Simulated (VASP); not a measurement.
# TiW3 (Pm-3m) in VASP: notebook

TiW3 is run at these levels: PBE; tasks: single point, relaxation of cell and atoms.

Program: VASP 6.6.1. These are calculated values, not measurements. Logs are shortened: lines on timing, memory, paths and dates and some standing lists are left out, and cuts for length are marked.

## (1) The cell of the first run

Symmetry: Pm-3m, No. 221, cubic system. The conventional cell has a = 4.041 Å, b = 4.041 Å, c = 4.041 Å, α = 90.00°, β = 90.00°, γ = 90.00°. Within 3.8 Å of Ti (site symmetry m-3m) lie 12 W at 2.86 Å. Within 3.8 Å of W (site symmetry 4/mmm) lie 4 Ti at 2.86 Å and 8 W at 2.86 Å.

## (2) Single point, PBE

Contents of INCAR:

```
SYSTEM = TiW3
ALGO = Normal ; EDIFF = 1E-6
ENCUT = 500 ; GGA = PE
GGA_COMPAT = .FALSE. ; ISIF = 2
ISMEAR = 1 ; LASPH = .TRUE.
LCHARG = .TRUE. ; LELF = .TRUE.
LREAL = .FALSE. ; LVHAR = .TRUE.
LWAVE = .FALSE. ; NBANDS = 35
NELM = 120 ; PREC = Accurate
SIGMA = 0.1
```

Contents of KPOINTS:

```
k-points
0
G
  5 5 5
  0 0 0
```

Contents of POSCAR:

```
TiW3
1.0
    4.0410649502      0.0000000000      0.0000000000
    0.0000000000      4.0410649502      0.0000000000
    0.0000000000      0.0000000000      4.0410649502
Ti W
1 3
Direct
    0.0000000000      0.0000000000      0.0000000000
    0.0000000000      0.5000000000      0.5000000000
    0.5000000000      0.0000000000      0.5000000000
    0.5000000000      0.5000000000      0.0000000000
```

Potentials or basis: VASP PAW PBE potentials, release 64 (Ti_sv, W_sv).

Started as:

```sh
$ cat potpaw_PBE.64/Ti_sv/POTCAR potpaw_PBE.64/W_sv/POTCAR > POTCAR
$ mpirun -np 1 vasp_std > vasp.out
```

OUTCAR:

```text
SYSTEM = TiW3
   EDIFF = 1E-6
   ENCUT = 500
   GGA = PE
   ISIF = 2
   ISMEAR = 1
   LASPH = .TRUE.
   LREAL = .FALSE.
   NELM = 120
   PREC = Accurate

 ion  position               nearest neighbor table
   1  0.000  0.000  0.000-   2 2.86   3 2.86   4 2.86   2 2.86   3 2.86   2 2.86   4 2.86   2 2.86
                             3 2.86   4 2.86   3 2.86   4 2.86
   2  0.000  0.500  0.500-   1 2.86   3 2.86   4 2.86   1 2.86   4 2.86   1 2.86   3 2.86   1 2.86
                             3 2.86   4 2.86   4 2.86   3 2.86
   3  0.500  0.000  0.500-   1 2.86   2 2.86   4 2.86   1 2.86   4 2.86   2 2.86   4 2.86   4 2.86
                             1 2.86   2 2.86   1 2.86   2 2.86
   4  0.500  0.500  0.000-   1 2.86   2 2.86   3 2.86   2 2.86   3 2.86   1 2.86   3 2.86   3 2.86
                             1 2.86   2 2.86   2 2.86   1 2.86

  LATTYP: Found a simple cubic cell.
 ALAT       =     4.0410649502

  Lattice vectors:

 A1 = (   4.0410649502,   0.0000000000,   0.0000000000)
 A2 = (   0.0000000000,   4.0410649502,   0.0000000000)
 A3 = (   0.0000000000,   0.0000000000,   4.0410649502)

Analysis of symmetry for initial positions (statically):
=====================================================================
 Subroutine PRICEL returns:
 Original cell was already a primitive cell.

 Routine SETGRP: Setting up the symmetry group for a
 simple cubic supercell.

 Subroutine GETGRP returns: Found 48 space group operations
 (whereof 48 operations were pure point group operations)
 out of a pool of 48 trial point group operations.

The static configuration has the point symmetry O_h .

Analysis of symmetry for dynamics (positions and initial velocities):
=====================================================================
 Subroutine PRICEL returns:
 Original cell was already a primitive cell.

 Routine SETGRP: Setting up the symmetry group for a
 simple cubic supercell.

 Subroutine GETGRP returns: Found 48 space group operations
 (whereof 48 operations were pure point group operations)
 out of a pool of 48 trial point group operations.

The dynamic configuration has the point symmetry O_h .

 Subroutine INISYM returns: Found 48 space group operations
 (whereof 48 operations are pure point group operations),
 and found     1 'primitive' translations

----------------------------------------------------------------------------------------

                                     Primitive cell

  volume of cell :      65.9914

  direct lattice vectors                    reciprocal lattice vectors
     4.041064950  0.000000000  0.000000000     0.247459522  0.000000000  0.000000000
     0.000000000  4.041064950  0.000000000     0.000000000  0.247459522  0.000000000
     0.000000000  0.000000000  4.041064950     0.000000000  0.000000000  0.247459522

  length of vectors
     4.041064950  4.041064950  4.041064950     0.247459522  0.247459522  0.247459522

  position of ions in fractional coordinates (direct lattice)
     0.000000000  0.000000000  0.000000000
     0.000000000  0.500000000  0.500000000
     0.500000000  0.000000000  0.500000000
     0.500000000  0.500000000  0.000000000

  ion indices of the primitive-cell ions
   primitive index   ion index
                 1           1
                 2           2
                 3           3
                 4           4

----------------------------------------------------------------------------------------

 KPOINTS: k-points

Automatic generation of k-mesh.
 Grid dimensions read from file:
 generate k-points for:    5    5    5

 Generating k-lattice:

  Cartesian coordinates                     Fractional coordinates (reciprocal lattice)
     0.049491904  0.000000000  0.000000000     0.200000000  0.000000000  0.000000000
     0.000000000  0.049491904  0.000000000     0.000000000  0.200000000  0.000000000
     0.000000000  0.000000000  0.049491904     0.000000000  0.000000000  0.200000000

  Length of vectors
     0.049491904  0.049491904  0.049491904

  Shift w.r.t. Gamma in fractional coordinates (k-lattice)
     0.000000000  0.000000000  0.000000000

 Subroutine IBZKPT returns following result:
 ===========================================

 Found     10 irreducible k-points:

 Following reciprocal coordinates:
            Coordinates               Weight
  0.000000  0.000000  0.000000      1.000000
  0.200000  0.000000  0.000000      6.000000
  0.400000  0.000000  0.000000      6.000000
  0.200000  0.200000  0.000000     12.000000
  0.400000  0.200000  0.000000     24.000000
  0.400000  0.400000  0.000000     12.000000
  0.200000  0.200000  0.200000      8.000000
  0.400000  0.200000  0.200000     24.000000
  0.400000  0.400000  0.200000     24.000000
  0.400000  0.400000  0.400000      8.000000
   k-points           NKPTS =     10   k-points in BZ     NKDIM =     10   number of bands    NBANDS=     35
   number of dos      NEDOS =    301   number of ions     NIONS =      4
   total plane-waves  NPLWV =  27000
   dimension x,y,z NGX =    30 NGY =   30 NGZ =   30
   dimension x,y,z NGXF=    60 NGYF=   60 NGZF=   60
   ions per type =               1   3
   NGX,Y,Z   is equivalent  to a cutoff of  12.34, 12.34, 12.34 a.u.
   NGXF,Y,Z  is equivalent  to a cutoff of  24.68, 24.68, 24.68 a.u.
 SYSTEM =  TiW3
   PREC   = accura    normal or accurate (medium, high low for compatibility)
   ISTART =      0    job   : 0-new  1-cont  2-samecut
   ICHARG =      2    charge: 1-file 2-atom 10-const
   ISPIN  =      1    spin polarized calculation?
   LNONCOLLINEAR =      F non collinear calculations
   LSORBIT =      F    spin-orbit coupling
   LASPH  =      T    aspherical Exc in radial PAW
   ENCUT  =  500.0 eV  36.75 Ry    6.06 a.u.   7.37  7.37  7.37*2*pi/ulx,y,z
   NELM   =    120;   NELMIN=  2; NELMDL= -5     # of ELM steps
   EDIFF  = 0.1E-05   stopping-criterion for ELM
   LREAL  =      F    real-space projection
   EDIFFG = 0.1E-04   stopping-criterion for IOM
   NSW    =      0    number of steps for IOM
   IBRION =     -1    ionic relax: 0-MD 1-quasi-New 2-CG
   NFREE  =      0    steps in history (QN), initial steepest desc. (CG)
   ISIF   =      2    stress and relaxation
   ISYM   =      2    0-nonsym 1-usesym 2-fastsym
   POTIM  = 0.5000    time-step for ionic-motion
   TEBEG  =    0.0;   TEEND  =   0.0 temperature during run
   PSTRESS=    0.0 pullay stress
   NELECT =      54.0000    total number of electrons
   NUPDOWN=      -1.0000    fix difference up-down
   EMIN   =  10.00;   EMAX   =-10.00  energy-range for DOS
   EFERMI =   0.00;   METHOD = LEGACY
   ISMEAR =     1;   SIGMA  =   0.10  broadening in eV -4-tet -1-fermi 0-gaus
   EFERMI_NEDOS =   21; number of points for ismear=-14 and -15
   IALGO  =     38    algorithm
   IMIX   =      4    mixing-type and parameters
     AMIX     =   0.40;   BMIX     =  1.00
     AMIX_MAG =   1.60;   BMIX_MAG =  1.00
  volume/ion in A,a.u.               =      16.50       111.33
  Fermi-wavevector in a.u.,A,eV,Ry     =   1.531241  2.893626 31.901572  2.344699
  Thomas-Fermi vector in A             =   2.638613
   LORBIT       =      0    0 simple, 1 ext, 2 COOP (PROOUT), +10 PAW based schemes
   GGA     = PE    functional components
   LHFCALC =     F    Hartree Fock is set to
   AEXX    =    0.0000 exact exchange contribution
   IVDW    =     0    specifies the selected vdW correction
   LEPSILON=     F    determine dielectric tensor
   LRPA    =     F    only Hartree local field effects (RPA)
 non-spin polarized calculation
 Methfessel and Paxton  Order N= 1 SIGMA  =   0.10
  energy-cutoff  :      500.00
  volume of cell :       65.99
 maximum number of plane-waves:      1743
 NGX is ok and might be reduce to    30
   NGX = 15   NGY = 15   NGZ = 15

 number of electron      53.9999990 magnetization

 Free energy of the ion-electron system (eV)
  ---------------------------------------------------
  ext. energy  EPLUGINS =         0.00000000
  ---------------------------------------------------
  free energy    TOTEN  =       -45.12221917 eV

  energy without entropy =      -45.11451945  energy(sigma->0) =      -45.11965259

 E-fermi :  10.0930     XC(G=0): -13.0084

 val. band max:       10.0641011227   @ k =   0.4000   0.2000   0.2000
 cond. band min:      10.1111665161   @ k =   0.4000   0.2000   0.0000
 fundamental gap:      0.0470653934
 Fermi energy:        10.0929871981

 k-point     1 :       0.0000    0.0000    0.0000
  band No.  band energies     occupation
      1     -63.7286      2.00000
      2     -63.6256      2.00000
      3     -63.6256      2.00000
      4     -46.4150      2.00000
      5     -28.2711      2.00000
      6     -28.2711      2.00000
[... 27 lines left out ...]
     34      14.7007      0.00000
     35      14.7007      0.00000

 k-point     2 :       0.2000    0.0000    0.0000
  band No.  band energies     occupation
      1     -63.7200      2.00000
      2     -63.6342      2.00000
      3     -63.6255      2.00000
      4     -46.4151      2.00000
      5     -28.2301      2.00000
      6     -28.2301      2.00000
[... 27 lines left out ...]
     34      14.1413      0.00000
     35      14.1413      0.00000

 k-point     3 :       0.4000    0.0000    0.0000
  band No.  band energies     occupation
      1     -63.6999      2.00000
      2     -63.6543      2.00000
      3     -63.6254      2.00000
      4     -46.4153      2.00000
      5     -28.1434      2.00000
      6     -28.1434      2.00000
[... 27 lines left out ...]
     34      12.5122      0.00000
     35      13.1671      0.00000

 k-point     4 :       0.2000    0.2000    0.0000
  band No.  band energies     occupation
      1     -63.7120      2.00000
      2     -63.6374      2.00000
      3     -63.6302      2.00000
      4     -46.4151      2.00000
      5     -28.2472      2.00000
      6     -28.1882      2.00000
[... 27 lines left out ...]
     34      13.4143      0.00000
     35      14.0789      0.00000

 k-point     5 :       0.4000    0.2000    0.0000
  band No.  band energies     occupation
      1     -63.6931      2.00000
      2     -63.6543      2.00000
      3     -63.6318      2.00000
      4     -46.4152      2.00000
      5     -28.1846      2.00000
      6     -28.0968      2.00000
[... 27 lines left out ...]
     34      12.5257      0.00000
     35      13.4707      0.00000

 k-point     6 :       0.4000    0.4000    0.0000
  band No.  band energies     occupation
      1     -63.6764      2.00000
      2     -63.6564      2.00000
      3     -63.6462      2.00000
      4     -46.4151      2.00000
      5     -28.2047      2.00000
      6     -28.1481      2.00000
[... 27 lines left out ...]
     34      12.6369      0.00000
     35      12.6624      0.00000

 k-point     7 :       0.2000    0.2000    0.2000
  band No.  band energies     occupation
      1     -63.7048      2.00000
      2     -63.6373      2.00000
      3     -63.6373      2.00000
      4     -46.4151      2.00000
      5     -28.2942      2.00000
      6     -28.0929      2.00000
[... 27 lines left out ...]
     34      12.4849      0.00000
     35      14.5563      0.00000

 k-point     8 :       0.4000    0.2000    0.2000
  band No.  band energies     occupation
      1     -63.6876      2.00000
      2     -63.6544      2.00000
      3     -63.6371      2.00000
      4     -46.4150      2.00000
      5     -28.2743      2.00000
      6     -28.0716      2.00000
[... 27 lines left out ...]
     34      13.4274      0.00000
     35      13.9295      0.00000

 k-point     9 :       0.4000    0.4000    0.2000
  band No.  band energies     occupation
      1     -63.6735      2.00000
      2     -63.6563      2.00000
      3     -63.6490      2.00000
      4     -46.4148      2.00000
      5     -28.3255      2.00000
      6     -28.1753      2.00000
[... 27 lines left out ...]
     34      13.6377      0.00000
     35      13.7458      0.00000

 k-point    10 :       0.4000    0.4000    0.4000
  band No.  band energies     occupation
      1     -63.6661      2.00000
      2     -63.6562      2.00000
      3     -63.6562      2.00000
      4     -46.4143      2.00000
      5     -28.4466      2.00000
      6     -28.1873      2.00000
[... 27 lines left out ...]
     34      14.0363      0.00000
     35      14.4088      0.00000

------------------------ aborting loop because EDIFF is reached ----------------------------------------

  FORCE on cell =-STRESS in cart. coord.  units (eV):
  Direction    XX          YY          ZZ          XY          YZ          ZX
  --------------------------------------------------------------------------------------
  -------------------------------------------------------------------------------------
  Total        0.0237215      0.0237215      0.0237215      0.0000000     -0.0000000      0.0000000
  in kB        0.5759230      0.5759230      0.5759230      0.0000000     -0.0000000      0.0000000
  external PRESSURE =       0.5759230 kB  Pullay stress =       0.0000000 kB

 VOLUME and BASIS-vectors are now :
 -----------------------------------------------------------------------------
  energy-cutoff  :      500.00
  volume of cell :       65.99
      direct lattice vectors                 reciprocal lattice vectors
     4.041064950  0.000000000  0.000000000     0.247459522  0.000000000  0.000000000
     0.000000000  4.041064950  0.000000000     0.000000000  0.247459522  0.000000000
     0.000000000  0.000000000  4.041064950     0.000000000  0.000000000  0.247459522

 POSITION                                       TOTAL-FORCE (eV/Angst)
 -----------------------------------------------------------------------------------
      0.00000      0.00000      0.00000         0.000000      0.000000      0.000000
      0.00000      2.02053      2.02053         0.000000      0.000000      0.000000
      2.02053      0.00000      2.02053         0.000000      0.000000      0.000000
      2.02053      2.02053      0.00000         0.000000      0.000000      0.000000
 -----------------------------------------------------------------------------------
    total drift:                                0.000000      0.000000     -0.000000

  FREE ENERGIE OF THE ION-ELECTRON SYSTEM (eV)
  ---------------------------------------------------
  free  energy   TOTEN  =       -45.1222191660 eV

  energy  without entropy=      -45.1145194517  energy(sigma->0) =      -45.11965259
```

Run time: 22 s. Hardware: 1 thread of Intel Xeon Platinum 8375C at 2.90GHz (Ice Lake), shared host; peak memory 0.17 GiB.

What came out:

| Quantity | Value |
| --- | --- |
| Free energy | -45.1222 eV |
| Pressure | 0.1 GPa |
| Band gap on the k mesh | zero (bands 27 and 28 overlap by 2.97 eV) |

Levels at points of the mesh, in eV from the Fermi level:
```
           k point  band 25  band 26  band 27  band 28  band 29  band 30
(0.00, 0.00, 0.00)    -0.17    -0.17     2.49     2.49     2.93     2.93
```

Caveat: spin-orbit coupling is left out, which moves the levels of the heavy elements.

(Part 1 of 2 ends here.)

The gap in the log of VASP goes by the Fermi energy; the results here count the filled bands.